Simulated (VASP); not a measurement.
Set up this calculation in VASP 6.6.1, as the native input.

```yaml
Task: relaxation of the atoms
Functional: PBE
Potentials_or_basis: VASP PAW PBE potentials, release 64 (Ir)
Cutoff: 520 eV
k_mesh: 15 × 15 × 1
Occupations: gaussian, width 0.1 eV
Spin: no spin polarisation
Dipole_correction: yes
Further_INCAR_settings: ALGO = Normal; EDIFF = 1e-07; IBRION = 2; EDIFFG = -0.02; NSW = 80
```

The structure of Ir lies in POSCAR:

```
Ir
1.0
    2.7369678024      0.0000000000      0.0000000000
   -1.3684839012      2.3702836462      0.0000000000
    0.0000000000      0.0000000000     23.9388994111
Ir
5
Direct
    0.6666666667      0.3333333333      0.3132976112
    0.3333333333      0.6666666667      0.4066488056
    0.0000000000      0.0000000000      0.5000000000
    0.6666666667      0.3333333333      0.5933511944
    0.3333333333      0.6666666667      0.6867023888
```

These files were run (other wordings do the same):

INCAR

```
ALGO     = Normal         # electronic algorithm
DIPOL    = 0.5 0.5 0.500
EDIFF    = 1E-7           # SCF threshold, eV
EDIFFG   = -0.02          # ionic threshold
ENCUT    = 520            # plane-wave cutoff, eV
GGA      = PE             # functional
IBRION   = 2              # ionic algorithm
IDIPOL   = 3            
ISIF     = 2              # what is computed and relaxed
ISMEAR   = 0              # smearing method
LASPH    = T              # aspherical terms in the spheres
LCHARG   = F              # write CHGCAR
LDIPOL   = T            
LREAL    = F              # projectors in reciprocal space
LWAVE    = F              # write WAVECAR
NELM     = 80             # most SCF steps
NSW      = 80             # ionic steps
PREC     = Accurate       # precision mode
SIGMA    = 0.1            # smearing width, eV
```

KPOINTS

```
k-points
0
Gamma
  15 15 1
```

Potentials or basis: VASP PAW PBE potentials, release 64 (Ir).

Launch:

```console
$ cat potpaw_PBE.64/Ir/POTCAR > POTCAR
$ mpirun -np 1 vasp_std > vasp.out
```

It gave:

```yaml
Energy_gained_by_relaxing: 4.4 meV/atom
Ionic_steps: 6
Largest_force_after_relaxing: 0.008 eV/Å
```

Caveat: the highest band is partly filled, so the run has too few bands.

It took 8.1 min on 1 thread of Intel(R) Xeon(R) Platinum 8488C (Sapphire Rapids), on a shared host, peak memory 0.3 GiB.
